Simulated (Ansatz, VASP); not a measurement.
**Hf in VASP and in Ansatz**

Contents of INCAR:

```
AGGAC = 1.0
AGGAX = 1.0
ALDAC = 0.0
ALDAX = 1.0
ALGO = Normal
EDIFF = 1E-6
ENCUT = 520
GGA = B5
ISIF = 2
ISMEAR = -1
LASPH = T
LCHARG = F
LREAL = F
LWAVE = F
NBANDS = 17
NELM = 60
PREC = Accurate
SIGMA = 0.1
```

File KPOINTS:

```
k-points
0
Gamma
  9 9 9
```

The input POSCAR:

```
Hf
1.0
    0.0000000000      3.4315641389      3.4315641389
    3.4315641389      0.0000000000      3.4315641389
    3.4315641389      3.4315641389      0.0000000000
Hf
2
Direct
    0.1250000000      0.1250000000      0.1250000000
    0.8750000000      0.8750000000      0.8750000000
```

Input for Ansatz:

```yaml
crystal:
  lattice:
    - [0.0, 3.4315641389, 3.4315641389]
    - [3.4315641389, 0.0, 3.4315641389]
    - [3.4315641389, 3.4315641389, 0.0]
  atoms:
    - { symbol: Hf, position: [0.125, 0.125, 0.125] }
    - { symbol: Hf, position: [0.875, 0.875, 0.875] }
hamiltonian:
  xc: blyp
  pseudopotentials:
    kind: paw
    azcp:
      Hf: "pseudopotentials/Hf.paw.azcp"
basis:
  ecutwfc: 420
  fft_grid_basis: typed
kpoints:
  mp_grid: { grid: [9, 9, 9], shift: [0, 0, 0] }
magnetization:
  spin_polarized: false
scf:
  occupations: { method: fermi_dirac, width: 0.1 }
  lower_state_search: "off"
output:
  stress: true
```

Alike in both runs: task single point; functional BLYP; k mesh 9 × 9 × 9; occupations fermi-dirac, width 0.1 eV; no spin polarisation.

|  | VASP | Ansatz |
| --- | --- | --- |
| version | VASP 6.6.1 | Ansatz 0.2.0 |
| potentials or method | VASP PAW PBE potentials, release 64 (Hf_pv), cutoff 520 eV | plane waves (420 eV) with PAW, scalar-relativistic |
| valence electrons in the cell | 20 | 52 |

```csv
,VASP,Ansatz,Ansatz less VASP
pressure (GPa),-2.0,-2.0,+0.06
```

VASP's potentials were made for PBE, not for BLYP. With one functional, cell and mesh, what is left measures potentials, basis and numerics. VASP's potentials hold 20 valence electrons a cell and Ansatz's 52, so a difference there can come from the potentials and not from the codes.

Spin-orbit coupling is off throughout.
